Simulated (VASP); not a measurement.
Runs of VASP 6.6.1 on Ru. The structure is that of space group P6_3/mmc (No. 194), or close to it. The cells are those of the table. 

```tsv
spin	cell	k mesh	gap on the mesh (eV)	pressure (GPa)
off	a = 2.768, b = 2.768, c = 4.348 Å, angles 90.0, 90.0, 120.0°, 2 atoms	7 × 7 × 4	none	(b)
collinear, ferromagnetic start	a = 2.769, b = 2.769, c = 4.344 Å, angles 90.0, 90.0, 120.0°, 2 atoms	7 × 7 × 4	none	1.4
off	a = 2.653, b = 2.653, c = 4.167 Å, angles 90.0, 90.0, 120.0°, 2 atoms	21 × 21 × 12	none	48.2
off	a = 2.875, b = 2.875, c = 4.516 Å, angles 90.0, 90.0, 120.0°, 2 atoms	21 × 21 × 12	none	-22.4
off	a = 2.692, b = 2.692, c = 4.229 Å, angles 90.0, 90.0, 120.0°, 2 atoms	21 × 21 × 12	none	28.5
off	a = 2.768, b = 2.768, c = 4.348 Å, angles 90.0, 90.0, 120.0°, 2 atoms	21 × 21 × 12	none	(a)
off	a = 2.840, b = 2.840, c = 4.461 Å, angles 90.0, 90.0, 120.0°, 2 atoms	21 × 21 × 12	none	-16.5
off	a = 2.805, b = 2.805, c = 4.405 Å, angles 90.0, 90.0, 120.0°, 2 atoms	21 × 21 × 12	none	-9.0
```

Alike in all rows: task single point; level BLYP; potentials or basis VASP PAW PBE potentials, release 64 (Ru_pv); cutoff (eV) 520; smearing fermi-dirac 0.1 eV.

Q: Estimate the missing entries.

A: (a) 0.7; (b) 1.1.

Caveats: some runs use coarse meshes; the PAW data sets were made with another functional, which shifts forces and pressure a little.

A k mesh can miss the band edges, and the runs leave out spin-orbit coupling on Ru.

A gap of «none» marks levels without a gap at the run's occupations.
